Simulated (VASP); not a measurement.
# CuI (Cmcm) in VASP: a series of runs

CuI is run at these levels: PBE, r2SCAN; tasks: single point.

Program: VASP 6.6.1. These are calculated values, not measurements. Logs are shortened: lines on timing, memory, paths and dates and some standing lists are left out, and cuts for length are marked.

## (1) The cell of the first run

The structure is orthorhombic, space group Cmcm (No. 63). Conventional cell: a = 6.864 Å, b = 7.039 Å, c = 4.233 Å, α = 90.00°, β = 90.00°, γ = 90.00°. Cu (site symmetry m2m) has 2 Cu at 2.43 Å and 3 I at 2.54 to 2.60 Å within 3.2 Å. Within 3.4 Å of I (site symmetry m2m) lie 3 Cu at 2.54 to 2.60 Å.

## (2) Single point, PBE (strain -2.0%)

Input file INCAR:

```
PREC = Accurate
ENCUT = 520
EDIFF = 1E-6
ISMEAR = -1
SIGMA = 0.02
LREAL = False
LASPH = True
NELM = 100
ALGO = Normal
ISIF = 2
LWAVE = False
LCHARG = False
GGA = PE
NBANDS = 26
```

Input file KPOINTS:

```
Automatic mesh
0
Gamma
  6 6 6
```

Input file POSCAR:

```
CuI
1.0
    3.4319191993     -3.5194934177      0.0000000000
    3.4319191993      3.5194934177      0.0000000000
    0.0000000000      0.0000000000      4.2334083928
Cu I
2 2
Direct
    0.4149979172      0.5850020828      0.7500000000
    0.5850020828      0.4149979172      0.2500000000
    0.7850297478      0.2149702522      0.7500000000
    0.2149702522      0.7850297478      0.2500000000
```

Potentials or basis: VASP PAW PBE potentials, release 64 (Cu, I).

Started as:

```
$ cat potpaw_PBE.64/Cu/POTCAR potpaw_PBE.64/I/POTCAR > POTCAR
$ mpirun -np 1 vasp_std > vasp.out
```

OUTCAR:

```text
PREC = Accurate
   ENCUT = 520
   EDIFF = 1E-6
   ISMEAR = -1
   LREAL = False
   LASPH = True
   NELM = 100
   ISIF = 2
   GGA = PE

 ion  position               nearest neighbor table
   1  0.415  0.585  0.750-   2 2.43   2 2.43   4 2.54   4 2.54   3 2.60
   2  0.585  0.415  0.250-   1 2.43   1 2.43   3 2.54   3 2.54   4 2.60
   3  0.785  0.215  0.750-   2 2.54   2 2.54   1 2.60
   4  0.215  0.785  0.250-   1 2.54   1 2.54   2 2.60

  LATTYP: Found a base centered orthorhombic cell.
 ALAT       =     6.8638383986
 B/A-ratio  =     1.0255175642
 C/A-ratio  =     0.6167698228

  Lattice vectors:

 A1 = (   3.4319191993,  -3.5194934177,   0.0000000000)
 A2 = (   3.4319191993,   3.5194934177,   0.0000000000)
 A3 = (   0.0000000000,   0.0000000000,   4.2334083928)

Analysis of symmetry for initial positions (statically):
=====================================================================
 Subroutine PRICEL returns:
 Original cell was already a primitive cell.

 Routine SETGRP: Setting up the symmetry group for a
 base centered orthorhombic supercell.

 Subroutine GETGRP returns: Found  8 space group operations
 (whereof  4 operations were pure point group operations)
 out of a pool of  8 trial point group operations.

The static configuration has the point symmetry C_2h.
 The point group associated with its full space group is D_2h.

Analysis of symmetry for dynamics (positions and initial velocities):
=====================================================================
 Subroutine PRICEL returns:
 Original cell was already a primitive cell.

 Routine SETGRP: Setting up the symmetry group for a
 base centered orthorhombic supercell.

 Subroutine GETGRP returns: Found  8 space group operations
 (whereof  4 operations were pure point group operations)
 out of a pool of  8 trial point group operations.

The dynamic configuration has the point symmetry C_2h.
 The point group associated with its full space group is D_2h.

 Subroutine INISYM returns: Found  8 space group operations
 (whereof  4 operations are pure point group operations),
 and found     1 'primitive' translations

----------------------------------------------------------------------------------------

                                     Primitive cell

  volume of cell :     102.2674

  direct lattice vectors                    reciprocal lattice vectors
     3.431919199 -3.519493418  0.000000000     0.145691076 -0.142065900  0.000000000
     3.431919199  3.519493418  0.000000000     0.145691076  0.142065900  0.000000000
[... 85 lines left out ...]
   LSORBIT =      F    spin-orbit coupling
   LASPH  =      T    aspherical Exc in radial PAW
   ENCUT  =  520.0 eV  38.22 Ry    6.18 a.u.   9.14  9.14  7.87*2*pi/ulx,y,z
   NELM   =    100;   NELMIN=  2; NELMDL= -5     # of ELM steps
   EDIFF  = 0.1E-05   stopping-criterion for ELM
   LREAL  =      F    real-space projection
   EDIFFG = 0.1E-04   stopping-criterion for IOM
   NSW    =      0    number of steps for IOM
   IBRION =     -1    ionic relax: 0-MD 1-quasi-New 2-CG
   NFREE  =      0    steps in history (QN), initial steepest desc. (CG)
   ISIF   =      2    stress and relaxation
   ISYM   =      2    0-nonsym 1-usesym 2-fastsym
   POTIM  = 0.5000    time-step for ionic-motion
   TEBEG  =    0.0;   TEEND  =   0.0 temperature during run
   PSTRESS=    0.0 pullay stress
   NELECT =      36.0000    total number of electrons
   NUPDOWN=      -1.0000    fix difference up-down
   EMIN   =  10.00;   EMAX   =-10.00  energy-range for DOS
   EFERMI =   0.00;   METHOD = LEGACY
   ISMEAR =    -1;   SIGMA  =   0.02  broadening in eV -4-tet -1-fermi 0-gaus
   EFERMI_NEDOS =   21; number of points for ismear=-14 and -15
   IALGO  =     38    algorithm
   IMIX   =      4    mixing-type and parameters
     AMIX     =   0.40;   BMIX     =  1.00
     AMIX_MAG =   1.60;   BMIX_MAG =  1.00
  volume/ion in A,a.u.               =      25.57       172.53
  Fermi-wavevector in a.u.,A,eV,Ry     =   1.155926  2.184383 18.179614  1.336164
  Thomas-Fermi vector in A             =   2.292550
   LORBIT       =      0    0 simple, 1 ext, 2 COOP (PROOUT), +10 PAW based schemes
   GGA     = PE    functional components
   LHFCALC =     F    Hartree Fock is set to
   AEXX    =    0.0000 exact exchange contribution
   IVDW    =     0    specifies the selected vdW correction
   LEPSILON=     F    determine dielectric tensor
   LRPA    =     F    only Hartree local field effects (RPA)
 non-spin polarized calculation
  energy-cutoff  :      520.00
  volume of cell :      102.27
 maximum number of plane-waves:      2768
 NGX is ok and might be reduce to    40
   NGX = 19   NGY = 19   NGZ = 15

 number of electron      36.0000029 magnetization

 Free energy of the ion-electron system (eV)
  ---------------------------------------------------
  ext. energy  EPLUGINS =         0.00000000
  ---------------------------------------------------
  free energy    TOTEN  =       -10.73165041 eV

  energy without entropy =      -10.73165041  energy(sigma->0) =      -10.73165041

 E-fermi :   5.8829     XC(G=0):  -9.4147

 val. band max:        5.4831022277   @ k =   0.0000   0.0000   0.0000
 cond. band min:       6.3633078155   @ k =   0.0000   0.0000   0.0000
 fundamental gap:      0.8802055878
 Fermi energy:         5.8828616138

 k-point     1 :       0.0000    0.0000    0.0000
  band No.  band energies     occupation
      1      -8.9431      2.00000
      2      -7.7645      2.00000
      3      -0.4702      2.00000
      4       0.9677      2.00000
      5       1.0621      2.00000
      6       1.1020      2.00000
[... 685 lines left out ...]
     25      13.1419      0.00000
     26      13.5439      0.00000

 [... further k-points ...]
[... 5 lines left out ...]
  --------------------------------------------------------------------------------------
  -------------------------------------------------------------------------------------
  Total        1.6023025      2.8394909      4.0110845      0.0000000      0.0000000      0.0000000
  in kB       25.1025436     44.4850095     62.8398334      0.0000000      0.0000000      0.0000000
  external PRESSURE =      44.1424622 kB  Pullay stress =       0.0000000 kB

 VOLUME and BASIS-vectors are now :
 -----------------------------------------------------------------------------
  energy-cutoff  :      520.00
  volume of cell :      102.27
      direct lattice vectors                 reciprocal lattice vectors
     3.431919199 -3.519493418  0.000000000     0.145691076 -0.142065900  0.000000000
     3.431919199  3.519493418  0.000000000     0.145691076  0.142065900  0.000000000
     0.000000000  0.000000000  4.233408393     0.000000000  0.000000000  0.236216284

 POSITION                                       TOTAL-FORCE (eV/Angst)
 -----------------------------------------------------------------------------------
      3.43192      0.59833      3.17506         0.000000      0.088596      0.000000
      3.43192     -0.59833      1.05835         0.000000     -0.088596     -0.000000
      3.43192     -2.00632      3.17506         0.000000     -0.191575      0.000000
      3.43192      2.00632      1.05835         0.000000      0.191575      0.000000
 -----------------------------------------------------------------------------------
    total drift:                               -0.000000      0.000000      0.000000

  FREE ENERGIE OF THE ION-ELECTRON SYSTEM (eV)
  ---------------------------------------------------
  free  energy   TOTEN  =       -10.7316504099 eV

  energy  without entropy=      -10.7316504098  energy(sigma->0) =      -10.73165041
```

Wall time 3.1 min (1 thread of Oxide Virtual Turin-like, shared host); peak memory 0.25 GiB.

What came out:

```
Free energy            : -10.7317 eV
Pressure               : 4.4 GPa
Largest force          : 0.192 eV/Å
Band gap on the k mesh : 0.88 eV
```

Forces on the atoms (eV/Å):
```
Cu   0.000  0.089  0.000
Cu   0.000 -0.089  0.000
I    0.000 -0.192  0.000
I    0.000  0.192  0.000
```

Stress tensor (GPa, compression positive):
```
2.51 0.00 0.00
0.00 4.45 0.00
0.00 0.00 6.28
```

Caveat: the cell differs from its parent crystal (strain -2.0%); the cell stands under pressure; spin-orbit coupling is left out, which moves the levels of the heavy elements.

## (3) Single point, PBE (uniaxial z strain -0.7%)

Input file INCAR:

```
PREC = Accurate
ENCUT = 520
EDIFF = 1E-6
ISMEAR = -1
SIGMA = 0.02
LREAL = False
LASPH = True
NELM = 80
ALGO = Normal
ISIF = 2
LWAVE = False
LCHARG = True
GGA = PE
LELF = True
LVHAR = True
NBANDS = 26
```

KPOINTS is that of step 2.

Input file POSCAR:

```
CuI
1.0
    3.5037459921     -3.5931530553      0.0000000000
    3.5037459921      3.5931530553      0.0000000000
    0.0000000000      0.0000000000      4.2908911203
Cu I
2 2
Direct
    0.4167976984      0.5832023016      0.7500000000
    0.5832023016      0.4167976984      0.2500000000
    0.7788068805      0.2211931195      0.7500000000
    0.2211931195      0.7788068805      0.2500000000
```

Potentials or basis: VASP PAW PBE potentials, release 64 (Cu, I).

Started as:

```
$ cat potpaw_PBE.64/Cu/POTCAR potpaw_PBE.64/I/POTCAR > POTCAR
$ mpirun -np 1 vasp_std > vasp.out
```

OUTCAR:

```text
PREC = Accurate
   ENCUT = 520
   EDIFF = 1E-6
   ISMEAR = -1
   LREAL = False
   LASPH = True
   NELM = 80
   ISIF = 2
   GGA = PE

 ion  position               nearest neighbor table
   1  0.417  0.583  0.750-   2 2.46   2 2.46   4 2.56   4 2.56   3 2.60
   2  0.583  0.417  0.250-   1 2.46   1 2.46   3 2.56   3 2.56   4 2.60
   3  0.779  0.221  0.750-   2 2.56   2 2.56   1 2.60
   4  0.221  0.779  0.250-   1 2.56   1 2.56   2 2.60

  LATTYP: Found a base centered orthorhombic cell.
 ALAT       =     7.0074919842
[... 889 lines left out ...]
     25      12.3056      0.00000
     26      12.8525      0.00000

 [... further k-points ...]
[... 5 lines left out ...]
  --------------------------------------------------------------------------------------
  -------------------------------------------------------------------------------------
  Total        1.2744906      1.8623106      2.3472945      0.0000000     -0.0000000      0.0000000
  in kB       18.8999818     27.6170243     34.8090636      0.0000000     -0.0000000      0.0000000
  external PRESSURE =      27.1086899 kB  Pullay stress =       0.0000000 kB

 VOLUME and BASIS-vectors are now :
 -----------------------------------------------------------------------------
  energy-cutoff  :      520.00
  volume of cell :      108.04
      direct lattice vectors                 reciprocal lattice vectors
     3.503745992 -3.593153055  0.000000000     0.142704409 -0.139153549  0.000000000
     3.503745992  3.593153055  0.000000000     0.142704409  0.139153549  0.000000000
     0.000000000  0.000000000  4.290891120     0.000000000  0.000000000  0.233051823

 POSITION                                       TOTAL-FORCE (eV/Angst)
 -----------------------------------------------------------------------------------
      3.50375      0.59792      3.21817         0.000000      0.084175     -0.000000
      3.50375     -0.59792      1.07272         0.000000     -0.084175      0.000000
      3.50375     -2.00359      3.21817         0.000000     -0.162093      0.000000
      3.50375      2.00359      1.07272         0.000000      0.162093      0.000000
 -----------------------------------------------------------------------------------
    total drift:                               -0.000000      0.000000     -0.000000

  FREE ENERGIE OF THE ION-ELECTRON SYSTEM (eV)
  ---------------------------------------------------
  free  energy   TOTEN  =       -10.8340562573 eV

  energy  without entropy=      -10.8340562573  energy(sigma->0) =      -10.83405626
```

It took 2.7 min on 1 thread of Oxide Virtual Turin-like, shared host; peak memory 0.26 GiB.

Results:

| Property | Result |
| --- | --- |
| Free energy | -10.8341 eV |
| Pressure | 2.7 GPa |
| Largest force | 0.162 eV/Å |
| Band gap on the k mesh | 0.94 eV |

Forces in eV/Å, atoms in the order of the input:
```
Cu   0.000  0.084  0.000
Cu   0.000 -0.084  0.000
I    0.000 -0.162  0.000
I    0.000  0.162  0.000
```

Caveat: the cell differs from its parent crystal (uniaxial z strain -0.7%); spin-orbit coupling is left out, which moves the levels of the heavy elements. A k mesh can miss the band edges.

## (4) Single point, PBE

This run uses another cell than the first one, of 27.21 Å³/atom.

Input file INCAR:

```
PREC = Accurate ; ENCUT = 520
EDIFF = 1E-7 ; ISMEAR = -1
SIGMA = 0.02 ; LREAL = F
LASPH = T ; NELM = 60
ALGO = Normal ; ISIF = 2
LWAVE = F ; LCHARG = T
GGA = PE ; LELF = T
LVHAR = T ; NBANDS = 26
```

KPOINTS is that of step 3.

Input file POSCAR:

```
CuI
1.0
    3.5037459921     -3.5931530553      0.0000000000
    3.5037459921      3.5931530553      0.0000000000
    0.0000000000      0.0000000000      4.3220095893
Cu I
2 2
Direct
    0.4168025109      0.5831974891      0.7500000000
    0.5831974891      0.4168025109      0.2500000000
    0.7779467703      0.2220532297      0.7500000000
    0.2220532297      0.7779467703      0.2500000000
```

Potentials or basis: VASP PAW PBE potentials, release 64 (Cu, I).

Started as:

```
$ cat potpaw_PBE.64/Cu/POTCAR potpaw_PBE.64/I/POTCAR > POTCAR
$ mpirun -np 1 vasp_std > vasp.out
```

OUTCAR:

```text
PREC = Accurate
   ENCUT = 520
   EDIFF = 1E-7
   ISMEAR = -1
   LREAL = F
   LASPH = T
   NELM = 60
   ISIF = 2
   GGA = PE

 ion  position               nearest neighbor table
   1  0.417  0.583  0.750-   2 2.47   2 2.47   4 2.57   4 2.57   3 2.60
   2  0.583  0.417  0.250-   1 2.47   1 2.47   3 2.57   3 2.57   4 2.60
   3  0.778  0.222  0.750-   2 2.57   2 2.57   1 2.60
   4  0.222  0.778  0.250-   1 2.57   1 2.57   2 2.60

  LATTYP: Found a base centered orthorhombic cell.
 ALAT       =     7.0074919842
[... 890 lines left out ...]
     26      12.7706      0.00000

 [... further k-points ...]
[... 5 lines left out ...]
  --------------------------------------------------------------------------------------
  -------------------------------------------------------------------------------------
  Total        1.2193850      1.7595444      1.7990312      0.0000000      0.0000000      0.0000000
  in kB       17.9526007     25.9051883     26.4865399      0.0000000      0.0000000      0.0000000
  external PRESSURE =      23.4481096 kB  Pullay stress =       0.0000000 kB

 VOLUME and BASIS-vectors are now :
 -----------------------------------------------------------------------------
  energy-cutoff  :      520.00
  volume of cell :      108.82
      direct lattice vectors                 reciprocal lattice vectors
     3.503745992 -3.593153055  0.000000000     0.142704409 -0.139153549  0.000000000
     3.503745992  3.593153055  0.000000000     0.142704409  0.139153549  0.000000000
     0.000000000  0.000000000  4.322009589     0.000000000  0.000000000  0.231373850

 POSITION                                       TOTAL-FORCE (eV/Angst)
 -----------------------------------------------------------------------------------
      3.50375      0.59788      3.24151         0.000000      0.082340      0.000000
      3.50375     -0.59788      1.08050         0.000000     -0.082340      0.000000
      3.50375     -1.99741      3.24151         0.000000     -0.158183     -0.000000
      3.50375      1.99741      1.08050         0.000000      0.158183     -0.000000
 -----------------------------------------------------------------------------------
    total drift:                               -0.000000      0.000000      0.000000

  FREE ENERGIE OF THE ION-ELECTRON SYSTEM (eV)
  ---------------------------------------------------
  free  energy   TOTEN  =       -10.8469421158 eV

  energy  without entropy=      -10.8469421158  energy(sigma->0) =      -10.84694212
```

OSZICAR:

```text
N       E                     dE             d eps       ncg     rms          rms(c)
DAV:   1     0.271855507705E+03    0.27186E+03   -0.14935E+04  2704   0.150E+03
DAV:   2     0.153038332998E+02   -0.25655E+03   -0.24445E+03  2710   0.313E+02
DAV:   3    -0.102408785290E+02   -0.25545E+02   -0.24944E+02  3606   0.119E+02
DAV:   4    -0.114970978184E+02   -0.12562E+01   -0.12521E+01  3638   0.239E+01
DAV:   5    -0.115496314793E+02   -0.52534E-01   -0.52525E-01  4254   0.474E+00    0.953E+00
DAV:   6    -0.113048946255E+02    0.24474E+00   -0.10275E+01  3392   0.731E+01    0.625E+00
DAV:   7    -0.108438810858E+02    0.46101E+00   -0.24264E+00  3348   0.459E+01    0.316E+00
DAV:   8    -0.108606841556E+02   -0.16803E-01   -0.26868E-01  4246   0.745E+00    0.103E+00
DAV:   9    -0.108464302491E+02    0.14254E-01   -0.75157E-02  3610   0.696E+00    0.404E-01
DAV:  10    -0.108471461630E+02   -0.71591E-03   -0.49995E-03  4200   0.941E-01    0.273E-01
DAV:  11    -0.108469188487E+02    0.22731E-03   -0.15622E-03  3514   0.102E+00    0.117E-01
DAV:  12    -0.108469381634E+02   -0.19315E-04   -0.26215E-04  3662   0.124E-01    0.221E-02
DAV:  13    -0.108469403393E+02   -0.21759E-05   -0.10977E-05  4332   0.502E-02    0.127E-02
DAV:  14    -0.108469421220E+02   -0.17828E-05   -0.50260E-06  3660   0.156E-02    0.104E-02
DAV:  15    -0.108469421158E+02    0.62487E-08   -0.68454E-07  3810   0.191E-02
   1 F= -.10846942E+02 E0= -.10846942E+02  d E =-.451490E-11
```

stdout:

```text
POSCAR found type information on POSCAR CuI
 POSCAR found :  2 types and       4 ions
 scaLAPACK will be used
 LDA part: xc-table for (Slater+PW92), standard interpolation
 POSCAR, INCAR and KPOINTS ok, starting setup
 FFT: planning ... GRIDC
 FFT: planning ... GRID_SOFT
 FFT: planning ... GRID
 WAVECAR not read
 entering main loop
```

It took 2.7 min on 1 thread of Oxide Virtual Turin-like, shared host; peak memory 0.26 GiB.

Results:

| Quantity | Value |
| --- | --- |
| Free energy | -10.8469 eV |
| Pressure | 2.3 GPa |
| Largest force | 0.158 eV/Å |
| Band gap on the k mesh | 0.96 eV |

Forces in eV/Å, atoms in the order of the input:
```
Cu   0.000  0.082  0.000
Cu   0.000 -0.082  0.000
I    0.000 -0.158  0.000
I    0.000  0.158  0.000
```

Caveat: spin-orbit coupling is left out, which moves the levels of the heavy elements. A k mesh can miss the band edges.

(Part 1 of 3 ends here.)
